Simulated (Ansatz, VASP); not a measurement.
One calculation of SiC, two programs

```
Si C
1.0
     0.00000   -2.16441   -2.31592
     0.00000    2.16441   -2.31592
     4.32882    0.00000    0.00000
Si C
2 2
Direct
  0.50554 0.50554 0.50000
  0.99446 0.99446 0.00000
  0.00375 0.49625 0.25000
  0.49625 0.00375 0.75000
```

Change from the starting cell: mode 4 frozen in at -0.024 Å, normal strain along y +0.0700.

Alike in both runs: task single point; functional LDA; k mesh 10 × 10 × 6; occupations gaussian, width 0.05 eV; no spin polarisation.

|  | VASP | Ansatz |
| --- | --- | --- |
| version | VASP 6.6.1 | Ansatz 0.2.0 |
| potentials or method | VASP PAW LDA potentials, release 64 (Si, C), cutoff 600 eV | scalar-relativistic, plane waves, PAW |
| valence electrons in the cell | 16 | 16 |

```csv
,VASP,Ansatz,Ansatz less VASP
gap on the k mesh at the Fermi level (eV),0.99,1.00,+0.013
least direct gap on the mesh (eV),0.99,1.00,+0.013
pressure (GPa),-13.6,-13.9,-0.22
"traceless stress, the component that is largest in VASP (GPa)",-13.15,-13.15,-0.002
rms of the force components (eV/Å),0.140,0.140,+0.0001
```

Ansatz warns that its potentials were made for another functional, while VASP's fit it. LDA's correlation is that of Perdew and Zunger in VASP and of Perdew and Wang (1992) in Ansatz. Atom by atom the forces differ by 0.000 eV/Å (rms over components).
